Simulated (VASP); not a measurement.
The system is Zn.

```
CELL_PARAMETERS angstrom
2.01753 1.16482 1.12134
-2.01753 1.16482 1.12134
0.00000 -2.32964 1.12134
ATOMIC_POSITIONS crystal
Zn 0.50000 0.50000 0.50000
```

- Program: VASP 6.6.1
- Task: relaxation of cell and atoms
- Functional: r2SCAN
- Potentials or basis: VASP PAW PBE potentials, release 64 (Zn)
- Cutoff: 600 eV
- k mesh: 9 × 9 × 9
- Occupations: gaussian, width 0.1 eV
- Spin: no spin polarisation

At the start: pressure -0.2 GPa; volume 15.81 Å³/atom.

Q: Where does the relaxation end?

A: Over 12 steps the energy falls by 65.2 meV/atom and the volume is 14.91 Å³/atom (-5.7 %); space group R-3m (No. 166, to 0.05 Å).

Step by step:
```csv
step,energy change (eV),largest force (eV/Å),pressure (GPa),volume (Å³)
1,0.0000,0.0000,-0.22,15.81
2,-0.0321,0.0000,-1.55,15.75
3,-0.0529,0.0000,-2.64,15.65
4,-0.0406,0.0000,-3.29,15.37
5,-0.0444,0.0000,-3.27,15.45
6,-0.0584,0.0000,-3.02,15.57
7,-0.0585,0.0000,-2.96,15.59
8,-0.0638,0.0000,0.90,14.74
9,-0.0647,0.0000,-0.26,14.96
10,-0.0647,0.0000,-0.58,14.99
11,-0.0647,0.0000,-0.29,14.98
12,-0.0652,0.0000,0.22,14.91
```

Final structure:
```xyz
1
Lattice="2.0746 1.1977 1.0003 -2.0746 1.1977 1.0003 0.0000 -2.3955 1.0003" Properties=species:S:1:pos:R:3 pbc="T T T"
Zn    0.0000    0.0000    1.5005
```

Caveat: the PAW data sets were made with another functional, which shifts forces and pressure a little.
